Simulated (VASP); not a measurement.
Runs of VASP 6.6.1 on BN. The structure is that of space group R3m (No. 160), or close to it. The cells are those of the table. 

| cell | gap on the mesh (eV) | pressure (GPa) |
| --- | --- | --- |
| a = 3.666 Å, angles 39.6°, 2 atoms | 4.18 | 6.0 |
| a = 3.681 Å, angles 40.6°, 2 atoms | 4.02 | -12.0 |
| a = 3.673 Å, angles 40.1°, 2 atoms | 4.10 | -3.6 |
| a = 3.662 Å, angles 39.4°, 2 atoms | 4.22 | (b) |
| a = 3.658 Å, angles 39.2°, 2 atoms | 4.26 | 16.8 |
| a = 3.669 Å, angles 39.9°, 2 atoms | 4.14 | (c) |
| a = 3.677 Å, angles 40.3°, 2 atoms | 4.06 | (a) |

Alike in all rows: task single point; level PBEsol; potentials or basis VASP PAW PBE potentials, release 64 (B, N); no spin polarisation; k mesh 10 × 10 × 10; cutoff (eV) 520; smearing fermi-dirac 0.02 eV.

Estimate the missing entries.

(a) -8.0; (b) 11.2; (c) 1.0.

Caveats: the PAW data sets were made with another functional, which shifts forces and pressure a little.

A k mesh can miss the band edges.
